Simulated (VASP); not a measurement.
A run of VASP 6.6.1:

Contents of INCAR:

```
SYSTEM = Nb
PREC = Accurate ; ENCUT = 520
EDIFF = 1E-6 ; ISMEAR = -1
SIGMA = 0.05 ; LREAL = .FALSE.
LASPH = .TRUE. ; NELM = 150
ALGO = Normal ; ISIF = 2
LWAVE = .FALSE. ; LCHARG = .FALSE.
ISPIN = 2 ; MAGMOM = 1 1
LORBIT = 11 ; LMAXMIX = 4
GGA = PE ; NBANDS = 24
```

Contents of KPOINTS:

```
Automatic mesh
0
G
  15 15 7
  0 0 0
```

POSCAR

```
Nb
1.0
   -1.8346490345      1.8348870612      1.3219334798
    1.8348870612     -1.8346490345      1.3219334798
    3.3497922546      3.3497922546     -1.3214975334
Nb
2
Direct
    0.0003891214      0.9996108786      0.0000000000
    0.7496108786      0.2503891214      0.5000000000
```

Potentials or basis: VASP PAW PBE potentials, release 64 (Nb_sv).

Run with:

```console
$ cat potpaw_PBE.64/Nb_sv/POTCAR > POTCAR
$ mpirun -np 1 vasp_std > vasp.out
```

Hardware: 1 thread of Oxide Virtual Turin-like Processor, with other jobs on the host.

Q: Estimate the wall time of this run.

A: Wall time 16 min on 1 thread of Oxide Virtual Turin-like Processor, on a shared host, peak memory 0.48 GiB. Counts: scf iterations 15, k points 424.
